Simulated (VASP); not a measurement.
# Ag (Fd-3m) in VASP: notebook

Runs on Ag. Level: r2SCAN. Tasks: relaxation of cell and atoms.

Everything below comes from runs of VASP 6.6.1. Logs are shortened: lines on timing, memory, paths and dates and some standing lists are left out, and cuts for length are marked.

**1. The cell of the first run**

The structure is cubic, space group Fd-3m (No. 227). The conventional cell has a = 5.620 Å, b = 5.620 Å, c = 5.620 Å, α = 90.00°, β = 90.00°, γ = 90.00°. Within 3.2 Å of Ag (site symmetry -43m) lie 4 Ag at 2.43 Å.

This isn't the form of Ag at room conditions, which is fcc.

**2. Relaxation of cell and atoms, r2SCAN, target pressure 30 GPa, at which the enthalpy is minimised**

POSCAR reads:

```
Ag
1.0
    0.0000000000      2.8100000000      2.8100000000
    2.8100000000      0.0000000000      2.8100000000
    2.8100000000      2.8100000000      0.0000000000
Ag
2
Direct
    1.0000000000      1.0000000000      1.0000000000
    0.2500000000      0.2500000000      0.2500000000
```

INCAR.step1 reads:

```
PREC = Accurate ; ENCUT = 550
ISMEAR = -1 ; SIGMA = 0.05
LREAL = False ; LASPH = True
NELM = 120 ; GGA = PE
ALGO = Normal ; EDIFF = 1E-5
LWAVE = True ; LCHARG = False
GGA_COMPAT = False ; IBRION = 2
ISIF = 3 ; EDIFFG = -0.005
NELMIN = 4 ; NSW = 100
```

INCAR.step2 reads:

```
PREC = Accurate ; ENCUT = 550
EDIFF = 1E-7 ; ISMEAR = -1
SIGMA = 0.05 ; LREAL = False
LASPH = True ; NELM = 120
ALGO = Normal ; ISIF = 3
LWAVE = False ; LCHARG = False
METAGGA = R2SCAN ; LMIXTAU = True
IBRION = 2 ; NSW = 80
EDIFFG = -0.01 ; PSTRESS = 300.0
ISTART = 1 ; GGA_COMPAT = False
NELMIN = 4
```

KPOINTS reads:

```
Automatic mesh
0
Gamma
  8 8 8
```

Potentials or basis: VASP PAW PBE potentials, release 64 (Ag).

Launch:

```bash
$ cat potpaw_PBE.64/Ag/POTCAR > POTCAR
$ cp INCAR.step1 INCAR
$ mpirun -np 1 vasp_std > vasp.out
$ cp INCAR.step2 INCAR
$ mpirun -np 1 vasp_std > vasp.out
```

OUTCAR:

```text
PREC = Accurate
   ENCUT = 550
   EDIFF = 1E-7
   ISMEAR = -1
   LREAL = False
   LASPH = True
   NELM = 120
   ISIF = 3
   METAGGA = R2SCAN
   IBRION = 2
   NSW = 80
   EDIFFG = -0.01
   PSTRESS = 300.0
   ISTART = 1
   NELMIN = 4

 ion  position               nearest neighbor table
   1  0.000  0.000  0.000-   2 2.43   2 2.43   2 2.43   2 2.43
   2  0.250  0.250  0.250-   1 2.43   1 2.43   1 2.43   1 2.43

  LATTYP: Found a face centered cubic cell.
 ALAT       =     5.6200000000

  Lattice vectors:

 A1 = (   0.0000000000,   2.8100000000,   2.8100000000)
 A2 = (   2.8100000000,   0.0000000000,   2.8100000000)
 A3 = (   2.8100000000,   2.8100000000,   0.0000000000)

Analysis of symmetry for initial positions (statically):
=====================================================================
 Subroutine PRICEL returns:
 Original cell was already a primitive cell.

 Routine SETGRP: Setting up the symmetry group for a
 face centered cubic supercell.

 Subroutine GETGRP returns: Found 48 space group operations
 (whereof 24 operations were pure point group operations)
 out of a pool of 48 trial point group operations.

The static configuration has the point symmetry T_d .
 The point group associated with its full space group is O_h .

Analysis of symmetry for dynamics (positions and initial velocities):
=====================================================================
 Subroutine PRICEL returns:
 Original cell was already a primitive cell.

 Routine SETGRP: Setting up the symmetry group for a
 face centered cubic supercell.

 Subroutine GETGRP returns: Found 48 space group operations
 (whereof 24 operations were pure point group operations)
 out of a pool of 48 trial point group operations.

The dynamic configuration has the point symmetry T_d .
 The point group associated with its full space group is O_h .

 Subroutine INISYM returns: Found 48 space group operations
 (whereof 24 operations are pure point group operations),
 and found     1 'primitive' translations

----------------------------------------------------------------------------------------

                                     Primitive cell

  volume of cell :      44.3761

  direct lattice vectors                    reciprocal lattice vectors
     0.000000000  2.810000000  2.810000000    -0.177935943  0.177935943  0.177935943
     2.810000000  0.000000000  2.810000000     0.177935943 -0.177935943  0.177935943
     2.810000000  2.810000000  0.000000000     0.177935943  0.177935943 -0.177935943

[... 102 lines left out ...]
     AMIX     =   0.40;   BMIX     =  1.00
     AMIX_MAG =   1.60;   BMIX_MAG =  1.00
  volume/ion in A,a.u.               =      22.19       149.73
  Fermi-wavevector in a.u.,A,eV,Ry     =   1.295685  2.448489 22.841453  1.678799
  Thomas-Fermi vector in A             =   2.427189
   LORBIT       =      0    0 simple, 1 ext, 2 COOP (PROOUT), +10 PAW based schemes
   METAGGA = R2SCAN    functional components
   LHFCALC =     F    Hartree Fock is set to
   AEXX    =    0.0000 exact exchange contribution
   IVDW    =     0    specifies the selected vdW correction
   LEPSILON=     F    determine dielectric tensor
   LRPA    =     F    only Hartree local field effects (RPA)
 conjugate gradient relaxation of ions
 non-spin polarized calculation
  energy-cutoff  :      550.00
  volume of cell :       44.38
 maximum number of plane-waves:      1316
   NGX = 15   NGY = 15   NGZ = 15

--------------------------------------- Ionic step        1  -------------------------------------------

 number of electron      21.9999992 magnetization

 Free energy of the ion-electron system (eV)
  ---------------------------------------------------
  ext. energy  EPLUGINS =         0.00000000
  ---------------------------------------------------
  free energy    TOTEN  =       -40.42268006 eV

  energy without entropy =      -40.41871162  energy(sigma->0) =      -40.42069584

------------------------ aborting loop because EDIFF is reached ----------------------------------------

  FORCE on cell =-STRESS in cart. coord.  units (eV):
  Direction    XX          YY          ZZ          XY          YZ          ZX
  --------------------------------------------------------------------------------------
  -------------------------------------------------------------------------------------
  Total        5.1609554      5.1609554      5.1609554      0.0000000      0.0000000      0.0000000
  in kB      186.3338410    186.3338410    186.3338410      0.0000000      0.0000000      0.0000000
  external PRESSURE =    -113.6661590 kB  Pullay stress =     300.0000000 kB
[... 215 lines left out ...]
--------------------------------------- Ionic step        7  -------------------------------------------

 number of electron      22.0000003 magnetization

 Free energy of the ion-electron system (eV)
  ---------------------------------------------------
  ext. energy  EPLUGINS =         0.00000000
  ---------------------------------------------------
  free energy    TOTEN  =       -39.94397132 eV

  energy without entropy =      -39.94029155  energy(sigma->0) =      -39.94213144

 E-fermi :   6.1234     XC(G=0): -11.4635

 val. band max:        5.9329453696   @ k =  -0.3750   0.3750   0.1250
 cond. band min:       6.1776248285   @ k =   0.5000   0.1250   0.0000
 fundamental gap:      0.2446794588
 Fermi energy:         6.1234188785

 k-point     1 :       0.0000    0.0000    0.0000
  band No.  band energies     occupation
      1      -0.5250      2.00000
      2      -0.2192      2.00000
      3      -0.2192      2.00000
      4      -0.0662      2.00000
      5      -0.0662      2.00000
      6      -0.0662      2.00000
      7       2.1273      2.00000
      8       2.1273      2.00000
      9       2.1273      2.00000
     10       3.3100      2.00000
     11       3.3100      2.00000
     12      17.9406      0.00000
     13      17.9406      0.00000
     14      17.9406      0.00000
[... 401 lines left out ...]
      2      -0.5020      2.00000
      3       0.0769      2.00000
      4       0.4439      2.00000
      5       0.7551      2.00000
      6       0.8250      2.00000
      7       1.8737      2.00000
      8       2.0269      2.00000
      9       3.3943      2.00000
     10       3.4459      2.00000
     11       5.6616      1.99981
     12       5.7810      1.99788
     13      11.0124      0.00000
     14      11.9137      0.00000
     15      16.7817      0.00000

 [... further k-points ...]

------------------------ aborting loop because EDIFF is reached ----------------------------------------

  FORCE on cell =-STRESS in cart. coord.  units (eV):
  Direction    XX          YY          ZZ          XY          YZ          ZX
  --------------------------------------------------------------------------------------
  -------------------------------------------------------------------------------------
  Total        7.7146030      7.7146030      7.7146030      0.0000000     -0.0000000     -0.0000000
  in kB      300.2003037    300.2003037    300.2003037      0.0000000     -0.0000000     -0.0000000
  external PRESSURE =       0.2003037 kB  Pullay stress =     300.0000000 kB
[... 21 lines left out ...]
  energy  without entropy=      -39.9402915532  energy(sigma->0) =      -39.94213144

  enthalpy is  TOTEN    =       -32.2345157355 eV   P V=        7.7094555831

 reached required accuracy - stopping structural energy minimisation
```

OSZICAR.step1:

```text
N       E                     dE             d eps       ncg     rms          rms(c)
DAV:   1     0.127843755008E+03    0.12784E+03   -0.11818E+04   870   0.144E+03
DAV:   2    -0.183200502405E+01   -0.12968E+03   -0.12530E+03   905   0.295E+02
DAV:   3    -0.345460126985E+01   -0.16226E+01   -0.16205E+01  1038   0.393E+01
[... 135 lines left out ...]
       N       E                     dE             d eps       ncg     rms          rms(c)
DAV:   1    -0.387054217891E+01   -0.23099E-03   -0.36551E-03   898   0.652E-01    0.102E-01
DAV:   2    -0.387031521357E+01    0.22697E-03   -0.88975E-04   912   0.300E-01    0.296E-02
DAV:   3    -0.387031354569E+01    0.16679E-05   -0.80335E-06   484   0.222E-02    0.200E-02
DAV:   4    -0.387031511609E+01   -0.15704E-05   -0.23168E-06   456   0.114E-02
  21 F= -.38703151E+01 E0= -.38660844E+01  d E =-.361226E-04
```

Wall time 5.4 min (1 thread of Intel Xeon 6975P-C (Granite Rapids), shared host); peak memory 0.18 GiB.

Results:

```yaml
Free_energy: -39.9440 eV
Relaxed_volume: 20.59 Å³/atom
Relaxed_cell: a = 3.876 Å, b = 3.876 Å, c = 3.876 Å, α = 60.00°, β = 60.00°, γ = 60.00°
Space_group_after_relaxing_to_0.1_Å: Fd-3m (No. 227)
Energy_change_on_relaxing_the_run_minimises_the_enthalpy: +239.4 meV/atom
Ionic_steps: 7
Pressure_after_relaxing: 30.0 GPa
Band_gap_on_the_k_mesh: zero (bands 11 and 12 overlap by 1.52 eV)
```

The path:
| step | energy change (eV) | largest force (eV/Å) | pressure (GPa) | volume (Å³) |
| --- | --- | --- | --- | --- |
| 1 | 0.0000 | 0.0000 | 18.63 | 44.38 |
| 2 | 2.3020 | 0.0000 | 70.12 | 35.01 |
| 3 | 0.4471 | 0.0000 | 29.28 | 41.34 |
| 4 | 0.4725 | 0.0000 | 29.87 | 41.21 |
| 5 | 0.4841 | 0.0000 | 30.14 | 41.14 |
| 6 | 0.4665 | 0.0000 | 29.72 | 41.24 |
| 7 | 0.4787 | 0.0000 | 30.02 | 41.17 |

Final structure:
```yaml
crystal:
  lattice:
    - [0.00000, 2.74070, 2.74070]
    - [2.74070, 0.00000, 2.74070]
    - [2.74070, 2.74070, 0.00000]
  atoms:
    - { symbol: Ag, position: [0.00000, 0.00000, 0.00000] }
    - { symbol: Ag, position: [0.25000, 0.25000, 0.25000] }
```

Caveat: the cell is relaxed towards a set pressure, so the run minimises the enthalpy, not the energy; the PAW data sets were made with another functional, which shifts forces and pressure a little.

**3. Relaxation of cell and atoms, r2SCAN, target pressure 45 GPa, at which the enthalpy is minimised**

POSCAR is that of step 2.

INCAR.step1 reads:

```
SYSTEM = Ag
PREC = Accurate ; ENCUT = 550
ISMEAR = -1 ; SIGMA = 0.05
LREAL = .False. ; LASPH = .True.
NELM = 120 ; GGA = PE
ALGO = Normal ; EDIFF = 1E-5
LWAVE = .True. ; LCHARG = .False.
GGA_COMPAT = .False. ; IBRION = 2
ISIF = 3 ; EDIFFG = -0.005
NELMIN = 4 ; NSW = 100
```

INCAR.step2 reads:

```
SYSTEM = Ag
PREC = Accurate ; ENCUT = 550
EDIFF = 1E-7 ; ISMEAR = -1
SIGMA = 0.05 ; LREAL = .False.
LASPH = .True. ; NELM = 120
ALGO = Normal ; ISIF = 3
LWAVE = .False. ; LCHARG = .False.
METAGGA = R2SCAN ; LMIXTAU = .True.
IBRION = 2 ; NSW = 80
EDIFFG = -0.01 ; PSTRESS = 450.0
ISTART = 1 ; GGA_COMPAT = .False.
NELMIN = 4
```

KPOINTS reads:

```
regular mesh
0
Gamma
  8 8 8
  0 0 0
```

Potentials or basis: VASP PAW PBE potentials, release 64 (Ag).

Launch:

```bash
$ cat potpaw_PBE.64/Ag/POTCAR > POTCAR
$ cp INCAR.step1 INCAR
$ mpirun -np 1 vasp_std > vasp.out
$ cp INCAR.step2 INCAR
$ mpirun -np 1 vasp_std > vasp.out
```

Wall time 5.4 min (1 thread of Intel Xeon 6975P-C (Granite Rapids), shared host); peak memory 0.19 GiB.

It converged, with:

- Free energy: -39.2732 eV
- Relaxed volume: 19.14 Å³/atom
- Relaxed cell: a = 3.783 Å, b = 3.783 Å, c = 3.783 Å, α = 60.00°, β = 60.00°, γ = 60.00°
- Space group after relaxing (to 0.1 Å): Fd-3m (No. 227)
- Energy change on relaxing (the run minimises the enthalpy): +574.8 meV/atom
- Ionic steps: 5
- Pressure after relaxing: 45.0 GPa
- Band gap on the k mesh: zero (bands 11 and 12 overlap by 1.53 eV)

Step by step:
| step | energy change (eV) | largest force (eV/Å) | pressure (GPa) | volume (Å³) |
| --- | --- | --- | --- | --- |
| 1 | 0.0000 | 0.0000 | 18.63 | 44.38 |
| 2 | 11.9840 | 0.0000 | 283.70 | 24.81 |
| 3 | 0.8807 | 0.0000 | 39.08 | 39.30 |
| 4 | 1.0411 | 0.0000 | 42.64 | 38.67 |
| 5 | 1.1495 | 0.0000 | 45.03 | 38.27 |

Final structure:
```yaml
crystal:
  lattice:
    - [0.00000, 2.67477, 2.67477]
    - [2.67477, 0.00000, 2.67477]
    - [2.67477, 2.67477, 0.00000]
  atoms:
    - { symbol: Ag, position: [0.00000, 0.00000, 0.00000] }
    - { symbol: Ag, position: [0.25000, 0.25000, 0.25000] }
```

Levels at points of the mesh, in eV from the Fermi level:
| k point | band 9 | band 10 | band 11 | band 12 | band 13 | band 14 |
| --- | --- | --- | --- | --- | --- | --- |
| (0.00, 0.00, 0.00) | -4.21 | -2.85 | -2.85 | 12.38 | 12.38 | 12.38 |
| (0.50, 0.00, 0.00) | -3.02 | -3.02 | -1.84 | -0.45 | 8.68 | 8.68 |
| (0.50, 0.50, 0.00) | -2.80 | -2.80 | 0.45 | 0.45 | 4.07 | 4.07 |

Caveat: the cell is relaxed towards a set pressure, so the run minimises the enthalpy, not the energy; the PAW data sets were made with another functional, which shifts forces and pressure a little.

The gap in the log of VASP goes by the Fermi energy; the results here count the filled bands.